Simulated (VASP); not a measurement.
The system is SnTe2.

```
Sn Te
1.0
     0.00000    3.70104    3.70104
     3.70104    0.00000    3.70104
     3.70104    3.70104    0.00000
Sn Te
1 2
Direct
  0.00000 0.00000 0.00000
  0.25000 0.25000 0.25000
  0.75000 0.75000 0.75000
```

Base run:

```yaml
Program: VASP 6.6.1
Functional: r2SCAN
Potentials_or_basis: VASP PAW PBE potentials, release 64 (Sn_d, Te)
Cutoff: 520 eV
k_mesh: 6 × 6 × 6
Occupations: fermi-dirac, width 0.02 eV
Spin: no spin polarisation
```

Its results: band gap on the k mesh zero (band 13 reaches 6.00 eV, above the bottom of band 14 at 3.91 eV); pressure 0.0 GPa.

Task: The run is repeated on the same cell with these changes: functional from r2SCAN to PBE. What comes out?

Result: Band gap on the k mesh zero (band 13 reaches 6.15 eV, above the bottom of band 14 at 4.14 eV); pressure 0.5 GPa.

Caveats: spin-orbit coupling is left out, which moves the levels of the heavy elements; the PAW data sets were made with another functional, which shifts forces and pressure a little (some runs).
